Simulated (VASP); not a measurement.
# I (Im-3m) in VASP: further runs

Aim: see how the results for I move with the level of theory and the settings. Levels: PBEsol, PBEsol+D3(BJ), PBEsol+D4. Tasks: relaxation of cell and atoms.

All numbers are computed with VASP 6.6.1; they aren't measurements. Logs are shortened: lines on timing, memory, paths and dates and some standing lists are left out, and cuts for length are marked.

### Step 1. The cell of the first run

It takes space group Im-3m (No. 229, cubic). The conventional cell has a = 4.179 Å, b = 4.179 Å, c = 4.179 Å, α = 90.00°, β = 90.00°, γ = 90.00°. Within 4.8 Å of I (site symmetry m-3m) lie 14 I at 3.62 to 4.18 Å.

### Step 2. Relaxation of cell and atoms, PBEsol

INCAR

```
SYSTEM = I
PREC = Accurate
ENCUT = 600
EDIFF = 1E-6
ISMEAR = -1
SIGMA = 0.05
LREAL = .False.
LASPH = .True.
NELM = 80
ALGO = Normal
ISIF = 3
LWAVE = .False.
LCHARG = .False.
GGA = PS
IBRION = 2
NSW = 60
EDIFFG = -0.01
```

KPOINTS

```
Automatic mesh
0
Gamma
  9 9 9
  0 0 0
```

POSCAR

```
I
1.0
   -2.0893754423      2.0893754423      2.0893754423
    2.0893754423     -2.0893754423      2.0893754423
    2.0893754423      2.0893754423     -2.0893754423
I
1
Direct
    0.0000000000      0.0000000000      0.0000000000
```

Potentials or basis: VASP PAW PBE potentials, release 64 (I).

On the command line:

```bash
> cat potpaw_PBE.64/I/POTCAR > POTCAR
> mpirun -np 1 vasp_std > vasp.out
```

OUTCAR:

```text
SYSTEM = I
   PREC = Accurate
   ENCUT = 600
   EDIFF = 1E-6
   ISMEAR = -1
   LREAL = .False.
   LASPH = .True.
   NELM = 80
   ISIF = 3
   GGA = PS
   IBRION = 2
   NSW = 60
   EDIFFG = -0.01

 ion  position               nearest neighbor table
   1  0.000  0.000  0.000-

  LATTYP: Found a body centered cubic cell.
 ALAT       =     4.1787508846

  Lattice vectors:

 A1 = (  -2.0893754423,   2.0893754423,   2.0893754423)
 A2 = (   2.0893754423,  -2.0893754423,   2.0893754423)
 A3 = (   2.0893754423,   2.0893754423,  -2.0893754423)

Analysis of symmetry for initial positions (statically):
=====================================================================
 Subroutine PRICEL returns:
 Original cell was already a primitive cell.

 Routine SETGRP: Setting up the symmetry group for a
 body centered cubic supercell.

 Subroutine GETGRP returns: Found 48 space group operations
 (whereof 48 operations were pure point group operations)
 out of a pool of 48 trial point group operations.

The static configuration has the point symmetry O_h .

Analysis of symmetry for dynamics (positions and initial velocities):
=====================================================================
 Subroutine PRICEL returns:
 Original cell was already a primitive cell.

 Routine SETGRP: Setting up the symmetry group for a
 body centered cubic supercell.

 Subroutine GETGRP returns: Found 48 space group operations
 (whereof 48 operations were pure point group operations)
 out of a pool of 48 trial point group operations.

The dynamic configuration has the point symmetry O_h .

 Subroutine INISYM returns: Found 48 space group operations
 (whereof 48 operations are pure point group operations),
 and found     1 'primitive' translations

----------------------------------------------------------------------------------------

                                     Primitive cell

  volume of cell :      36.4846

  direct lattice vectors                    reciprocal lattice vectors
    -2.089375442  2.089375442  2.089375442     0.000000000  0.239305962  0.239305962
     2.089375442 -2.089375442  2.089375442     0.239305962  0.000000000  0.239305962
     2.089375442  2.089375442 -2.089375442     0.239305962  0.239305962  0.000000000

  length of vectors
     3.618904422  3.618904422  3.618904422     0.338429737  0.338429737  0.338429737

  position of ions in fractional coordinates (direct lattice)
     0.000000000  0.000000000  0.000000000

  ion indices of the primitive-cell ions
   primitive index   ion index
                 1           1

----------------------------------------------------------------------------------------

 KPOINTS: Automatic mesh

Automatic generation of k-mesh.
 Grid dimensions read from file:
 generate k-points for:    9    9    9

 Generating k-lattice:

  Cartesian coordinates                     Fractional coordinates (reciprocal lattice)
     0.000000000  0.026589551  0.026589551     0.111111111  0.000000000  0.000000000
     0.026589551  0.000000000  0.026589551     0.000000000  0.111111111  0.000000000
     0.026589551  0.026589551  0.000000000     0.000000000  0.000000000  0.111111111

  Length of vectors
     0.037603304  0.037603304  0.037603304

  Shift w.r.t. Gamma in fractional coordinates (k-lattice)
     0.000000000  0.000000000  0.000000000

 Subroutine IBZKPT returns following result:
 ===========================================

 Found     35 irreducible k-points:

 Following reciprocal coordinates:
            Coordinates               Weight
  0.000000  0.000000  0.000000      1.000000
  0.111111  0.000000  0.000000     12.000000
  0.222222  0.000000  0.000000     12.000000
  0.333333  0.000000  0.000000     12.000000
  0.444444  0.000000  0.000000     12.000000
  0.111111  0.111111  0.000000     24.000000
[... 16 lines left out ...]
 -0.333333  0.444444  0.111111     48.000000
 -0.444444 -0.444444  0.111111     24.000000
 [... further k-points ...]
   k-points           NKPTS =     35   k-points in BZ     NKDIM =     35   number of bands    NBANDS=      7
   number of dos      NEDOS =    301   number of ions     NIONS =      1
   total plane-waves  NPLWV =  27000
   dimension x,y,z NGX =    30 NGY =   30 NGZ =   30
   dimension x,y,z NGXF=    60 NGYF=   60 NGZF=   60
   ions per type =               1
   NGX,Y,Z   is equivalent  to a cutoff of  13.78, 13.78, 13.78 a.u.
   NGXF,Y,Z  is equivalent  to a cutoff of  27.56, 27.56, 27.56 a.u.
 SYSTEM =  I
   PREC   = accura    normal or accurate (medium, high low for compatibility)
   ISTART =      0    job   : 0-new  1-cont  2-samecut
   ICHARG =      2    charge: 1-file 2-atom 10-const
   ISPIN  =      1    spin polarized calculation?
   LNONCOLLINEAR =      F non collinear calculations
   LSORBIT =      F    spin-orbit coupling
   LASPH  =      T    aspherical Exc in radial PAW
   ENCUT  =  600.0 eV  44.10 Ry    6.64 a.u.   7.23  7.23  7.23*2*pi/ulx,y,z
   NELM   =     80;   NELMIN=  2; NELMDL= -5     # of ELM steps
   EDIFF  = 0.1E-05   stopping-criterion for ELM
   LREAL  =      F    real-space projection
   EDIFFG = -.1E-01   stopping-criterion for IOM
   NSW    =     60    number of steps for IOM
   IBRION =      2    ionic relax: 0-MD 1-quasi-New 2-CG
   NFREE  =      1    steps in history (QN), initial steepest desc. (CG)
   ISIF   =      3    stress and relaxation
   ISYM   =      2    0-nonsym 1-usesym 2-fastsym
   POTIM  = 0.5000    time-step for ionic-motion
   TEBEG  =    0.0;   TEEND  =   0.0 temperature during run
   PSTRESS=    0.0 pullay stress
   NELECT =       7.0000    total number of electrons
   NUPDOWN=      -1.0000    fix difference up-down
   EMIN   =  10.00;   EMAX   =-10.00  energy-range for DOS
   EFERMI =   0.00;   METHOD = LEGACY
   ISMEAR =    -1;   SIGMA  =   0.05  broadening in eV -4-tet -1-fermi 0-gaus
   EFERMI_NEDOS =   21; number of points for ismear=-14 and -15
   IALGO  =     38    algorithm
   IMIX   =      4    mixing-type and parameters
     AMIX     =   0.40;   BMIX     =  1.00
     AMIX_MAG =   1.60;   BMIX_MAG =  1.00
  volume/ion in A,a.u.               =      36.48       246.21
  Fermi-wavevector in a.u.,A,eV,Ry     =   0.944215  1.784308 12.130172  0.891543
  Thomas-Fermi vector in A             =   2.071998
   LORBIT       =      0    0 simple, 1 ext, 2 COOP (PROOUT), +10 PAW based schemes
   GGA     = PS    functional components
   LHFCALC =     F    Hartree Fock is set to
   AEXX    =    0.0000 exact exchange contribution
   IVDW    =     0    specifies the selected vdW correction
   LEPSILON=     F    determine dielectric tensor
   LRPA    =     F    only Hartree local field effects (RPA)
 conjugate gradient relaxation of ions
 non-spin polarized calculation
  energy-cutoff  :      600.00
  volume of cell :       36.48
 maximum number of plane-waves:      1240
 NGX is ok and might be reduce to    30
   NGX = 15   NGY = 15   NGZ = 15

--------------------------------------- Ionic step        1  -------------------------------------------

 number of electron       6.9999999 magnetization

 Free energy of the ion-electron system (eV)
  ---------------------------------------------------
  ext. energy  EPLUGINS =         0.00000000
  ---------------------------------------------------
  free energy    TOTEN  =        -1.34091567 eV

  energy without entropy =       -1.32122289  energy(sigma->0) =       -1.33106928

 E-fermi :   3.9737     XC(G=0):  -9.0901

 val. band max:        3.9666393403   @ k =  -0.4444   0.4444   0.1111
 cond. band min:       4.0213921359   @ k =  -0.3333   0.3333   0.1111
 fundamental gap:      0.0547527956
 Fermi energy:         3.9737003571

 k-point     1 :       0.0000    0.0000    0.0000
  band No.  band energies     occupation
      1      -9.3295      2.00000
      2       4.7865      0.00000
      3       4.7865      0.00000
      4       4.7865      0.00000
      5      10.6267      0.00000
      6      13.7268      0.00000
      7      13.7268      0.00000

 k-point     2 :       0.1111    0.0000    0.0000
  band No.  band energies     occupation
      1      -9.2016      2.00000
      2       3.9287      1.42196
      3       4.5496      0.00002
      4       4.7515      0.00000
      5      11.2987      0.00000
      6      13.1259      0.00000
      7      13.3587      0.00000
[... 277 lines left out ...]
 POSITION                                       TOTAL-FORCE (eV/Angst)
 -----------------------------------------------------------------------------------
      0.00000     -0.00000      0.00000        -0.000000     -0.000000      0.000000
 -----------------------------------------------------------------------------------
    total drift:                                0.000000      0.000000      0.000000

  FREE ENERGIE OF THE ION-ELECTRON SYSTEM (eV)
  ---------------------------------------------------
  free  energy   TOTEN  =        -1.3707355370 eV

  energy  without entropy=       -1.3523518324  energy(sigma->0) =       -1.36154368

--------------------------------------- Ionic step        3  -------------------------------------------

 number of electron       7.0000000 magnetization

 Free energy of the ion-electron system (eV)
  ---------------------------------------------------
  ext. energy  EPLUGINS =         0.00000000
  ---------------------------------------------------
  free energy    TOTEN  =        -1.37172273 eV

  energy without entropy =       -1.35361254  energy(sigma->0) =       -1.36266764

 E-fermi :   5.2671     XC(G=0):  -9.5432

 val. band max:        5.2485936948   @ k =  -0.4444   0.4444   0.1111
 cond. band min:       5.2726134959   @ k =   0.1111   0.0000   0.0000
 fundamental gap:      0.0240198011
 Fermi energy:         5.2670697950

 k-point     1 :       0.0000    0.0000    0.0000
  band No.  band energies     occupation
      1      -8.6925      2.00000
      2       6.2748      0.00000
      3       6.2748      0.00000
      4       6.2748      0.00000
      5      12.5071      0.00000
      6      15.0289      0.00000
      7      15.0289      0.00000

 k-point     2 :       0.1111    0.0000    0.0000
  band No.  band energies     occupation
      1      -8.5378      2.00000
      2       5.2726      0.94462
      3       5.9815      0.00000
      4       6.2278      0.00000
      5      13.1425      0.00000
      6      14.3452      0.00000
      7      14.6948      0.00000
[... 242 lines left out ...]
 POSITION                                       TOTAL-FORCE (eV/Angst)
 -----------------------------------------------------------------------------------
      0.00000     -0.00000      0.00000         0.000000      0.000000      0.000000
 -----------------------------------------------------------------------------------
    total drift:                                0.000000     -0.000000     -0.000000

  FREE ENERGIE OF THE ION-ELECTRON SYSTEM (eV)
  ---------------------------------------------------
  free  energy   TOTEN  =        -1.3717227319 eV

  energy  without entropy=       -1.3536125418  energy(sigma->0) =       -1.36266764

 reached required accuracy - stopping structural energy minimisation
```

Wall time 33 s (1 thread of Intel Xeon 8259CL, shared host); peak memory 0.17 GiB.

What came out:

```
Free energy                           : -1.3717 eV
Relaxed volume                        : 32.98 Å³/atom
Relaxed cell                          : a = 3.499 Å, b = 3.499 Å, c = 3.499 Å, α = 109.47°, β = 109.47°, γ = 109.47°
Space group after relaxing (to 0.1 Å) : Im-3m (No. 229)
Energy gained by relaxing             : 30.8 meV/atom
Ionic steps                           : 3
Pressure after relaxing               : 0.0 GPa
Band gap on the k mesh                : zero (an odd number of electrons rules out a gap without spin polarisation)
```

Step by step:
```
step  energy change (eV)  largest force (eV/Å)  pressure (GPa)  volume (Å³)
   1              0.0000                0.0000           -2.52        36.48
   2             -0.0298                0.0000           -0.53        33.53
   3             -0.0308                0.0000           -0.03        32.98
```

Final structure:
```
CELL_PARAMETERS angstrom
-2.02012 2.02012 2.02012
2.02012 -2.02012 2.02012
2.02012 2.02012 -2.02012
ATOMIC_POSITIONS crystal
I 0.00000 0.00000 0.00000
```

Caveat: the PAW data sets were made with another functional, which shifts forces and pressure a little; spin-orbit coupling is left out, which moves the levels of the heavy elements; an odd number of electrons without spin polarisation forces a metal; a magnetic or distorted state may lie lower.

### Step 3. Relaxation of cell and atoms, PBEsol+D3(BJ)

INCAR

```
SYSTEM = I
PREC = Accurate
ENCUT = 600
EDIFF = 1E-6
ISMEAR = -1
SIGMA = 0.05
LREAL = .FALSE.
LASPH = .TRUE.
NELM = 80
ALGO = Normal
ISIF = 3
LWAVE = .FALSE.
LCHARG = .FALSE.
GGA = PS
IVDW = 12
IBRION = 2
NSW = 60
EDIFFG = -0.01
```

KPOINTS

```
regular mesh
0
G
  9 9 9
  0 0 0
```

POSCAR is that of step 2.

Potentials or basis: VASP PAW PBE potentials, release 64 (I).

On the command line:

```bash
> cat potpaw_PBE.64/I/POTCAR > POTCAR
> mpirun -np 1 vasp_std > vasp.out
```

OUTCAR:

```text
SYSTEM = I
   PREC = Accurate
   ENCUT = 600
   EDIFF = 1E-6
   ISMEAR = -1
   LREAL = .FALSE.
   LASPH = .TRUE.
   NELM = 80
   ISIF = 3
   GGA = PS
   IVDW = 12
   IBRION = 2
   NSW = 60
   EDIFFG = -0.01
 IVDW          = 12

 ion  position               nearest neighbor table
   1  0.000  0.000  0.000-

  LATTYP: Found a body centered cubic cell.
 ALAT       =     4.1787508846

  Lattice vectors:

 A1 = (  -2.0893754423,   2.0893754423,   2.0893754423)
 A2 = (   2.0893754423,  -2.0893754423,   2.0893754423)
 A3 = (   2.0893754423,   2.0893754423,  -2.0893754423)

Analysis of symmetry for initial positions (statically):
=====================================================================
 Subroutine PRICEL returns:
 Original cell was already a primitive cell.

[... 173 lines left out ...]
 cond. band min:       4.0213921359   @ k =  -0.3333   0.3333   0.1111
 fundamental gap:      0.0547527956
 Fermi energy:         3.9737003571

 k-point     1 :       0.0000    0.0000    0.0000
  band No.  band energies     occupation
      1      -9.3295      2.00000
      2       4.7865      0.00000
      3       4.7865      0.00000
      4       4.7865      0.00000
      5      10.6267      0.00000
      6      13.7268      0.00000
      7      13.7268      0.00000
[... 385 lines left out ...]
--------------------------------------- Ionic step        5  -------------------------------------------

 number of electron       7.0000000 magnetization

 Free energy of the ion-electron system (eV)
  ---------------------------------------------------
  ext. energy  EPLUGINS =         0.00000000
  ---------------------------------------------------
  free energy    TOTEN  =        -1.36111243 eV

  energy without entropy =       -1.34404981  energy(sigma->0) =       -1.35258112

 E-fermi :   6.0346     XC(G=0):  -9.7951

 val. band max:        6.0073587564   @ k =  -0.4444   0.4444   0.1111
 cond. band min:       6.0792313350   @ k =   0.1111   0.0000   0.0000
 fundamental gap:      0.0718725786
 Fermi energy:         6.0345990352

 k-point     1 :       0.0000    0.0000    0.0000
  band No.  band energies     occupation
      1      -8.3334      2.00000
      2       7.1666      0.00000
      3       7.1666      0.00000
      4       7.1666      0.00000
      5      13.6544      0.00000
      6      15.7994      0.00000
      7      15.7994      0.00000
[... 262 lines left out ...]
  FREE ENERGIE OF THE ION-ELECTRON SYSTEM (eV)
  ---------------------------------------------------
  free  energy   TOTEN  =        -1.7456436876 eV

  energy  without entropy=       -1.7285810591  energy(sigma->0) =       -1.73711237

 reached required accuracy - stopping structural energy minimisation
```

CONTCAR:

```text
I
   1.00000000000000
    -1.9830861947645242    1.9830861947645242    1.9830861947645242
     1.9830861947645242   -1.9830861947645242    1.9830861947645242
     1.9830861947645242    1.9830861947645242   -1.9830861947645242
  I
     1
Direct
     0.0000000000000000    0.0000000000000000    0.0000000000000000

  0.00000000E+00  0.00000000E+00  0.00000000E+00
```

Run time: 46 s. Hardware: 1 thread of Intel Xeon 8259CL, shared host; peak memory 0.18 GiB.

What came out:

- Free energy: -1.7456 eV
- Relaxed volume: 31.19 Å³/atom
- Relaxed cell: a = 3.435 Å, b = 3.435 Å, c = 3.435 Å, α = 109.47°, β = 109.47°, γ = 109.47°
- Space group after relaxing (to 0.1 Å): Im-3m (No. 229)
- Energy gained by relaxing: 77.2 meV/atom
- Ionic steps: 5
- Pressure after relaxing: 0.0 GPa
- Band gap on the k mesh: zero (an odd number of electrons rules out a gap without spin polarisation)
- Dispersion energy per atom: -0.385 eV

The path:
| step | energy change (eV) | largest force (eV/Å) | pressure (GPa) | volume (Å³) |
| --- | --- | --- | --- | --- |
| 1 | 0.0000 | 0.0000 | -3.97 | 36.48 |
| 2 | -0.0753 | 0.0000 | -0.82 | 31.91 |
| 3 | -0.0772 | 0.0000 | -0.08 | 31.22 |
| 4 | -0.0772 | 0.0000 | 0.08 | 31.12 |
| 5 | -0.0772 | 0.0000 | 0.00 | 31.19 |

Final structure:
```
CELL_PARAMETERS angstrom
-1.98309 1.98309 1.98309
1.98309 -1.98309 1.98309
1.98309 1.98309 -1.98309
ATOMIC_POSITIONS crystal
I 0.00000 0.00000 0.00000
```

Caveat: the PAW data sets were made with another functional, which shifts forces and pressure a little; spin-orbit coupling is left out, which moves the levels of the heavy elements; an odd number of electrons without spin polarisation forces a metal; a magnetic or distorted state may lie lower.

### Step 4. Relaxation of cell and atoms, PBEsol+D4

INCAR

```
SYSTEM = I
PREC     = Accurate       ! precision mode
ENCUT    = 600            ! plane-wave cutoff, eV
EDIFF    = 1E-6           ! SCF threshold, eV
ISMEAR   = -1             ! smearing method
SIGMA    = 0.05           ! smearing width, eV
LREAL    = .FALSE.        ! projectors in reciprocal space
LASPH    = .TRUE.         ! aspherical terms in the spheres
NELM     = 100            ! most SCF steps
ALGO     = Normal         ! electronic algorithm
ISIF     = 3              ! what is computed and relaxed
LWAVE    = .FALSE.        ! write WAVECAR
LCHARG   = .FALSE.        ! write CHGCAR
GGA      = PS             ! functional
IVDW     = 13             ! dispersion correction
IBRION   = 2              ! ionic algorithm
NSW      = 60             ! ionic steps
EDIFFG   = -0.01          ! ionic threshold
```

KPOINTS is that of step 3.

POSCAR is that of step 3.

On the command line:

```bash
> cat potpaw_PBE.64/I/POTCAR > POTCAR
> mpirun -np 1 vasp_std > vasp.out
```

It took 42 s on 1 thread of Intel Xeon 8259CL, shared host; peak memory 0.18 GiB.

It converged, with:

- Free energy: -1.6235 eV
- Relaxed volume: 31.83 Å³/atom
- Relaxed cell: a = 3.458 Å, b = 3.458 Å, c = 3.458 Å, α = 109.47°, β = 109.47°, γ = 109.47°
- Space group after relaxing (to 0.1 Å): Im-3m (No. 229)
- Energy gained by relaxing: 58.5 meV/atom
- Ionic steps: 3
- Pressure after relaxing: 0.0 GPa
- Band gap on the k mesh: zero (an odd number of electrons rules out a gap without spin polarisation)
- Dispersion energy per atom: -0.256 eV

The path:
| step | energy change (eV) | largest force (eV/Å) | pressure (GPa) | volume (Å³) |
| --- | --- | --- | --- | --- |
| 1 | 0.0000 | 0.0000 | -3.48 | 36.48 |
| 2 | -0.0570 | 0.0000 | -0.70 | 32.46 |
| 3 | -0.0585 | 0.0000 | -0.03 | 31.83 |

Final structure:
```yaml
crystal:
  lattice:
    - [-1.99642, 1.99642, 1.99642]
    - [1.99642, -1.99642, 1.99642]
    - [1.99642, 1.99642, -1.99642]
  atoms:
    - { symbol: I, position: [0.00000, 0.00000, 0.00000] }
```

Levels at points of the mesh, in eV from the Fermi level:
```csv
k point,band 2,band 3,band 4,band 5,band 6,band 7
"(0.00, 0.00, 0.00)",1.09,1.09,1.09,7.48,9.76,9.76
```

Caveat: the PAW data sets were made with another functional, which shifts forces and pressure a little; spin-orbit coupling is left out, which moves the levels of the heavy elements; an odd number of electrons without spin polarisation forces a metal; a magnetic or distorted state may lie lower.

### Step 5. Overview

| level | gap on the mesh (eV) | pressure (GPa) | relaxed volume (Å³/atom) |
| --- | --- | --- | --- |
| PBEsol | none | 0.0 | 32.98 |
| PBEsol+D3(BJ) | none | 0.0 | 31.19 |
| PBEsol+D4 | none | 0.0 | 31.83 |

Alike in all rows: task relaxation of cell and atoms; potentials or basis VASP PAW PBE potentials, release 64 (I); no spin polarisation; cell relaxed; k mesh 9 × 9 × 9; cutoff (eV) 600; smearing fermi-dirac 0.05 eV.

Caveats: the PAW data sets were made with another functional, which shifts forces and pressure a little; spin-orbit coupling is left out, which moves the levels of the heavy elements; an odd number of electrons without spin polarisation forces a metal; a magnetic or distorted state may lie lower.

Total energies depend on the potentials used, so only differences within one code and one set of settings carry meaning.
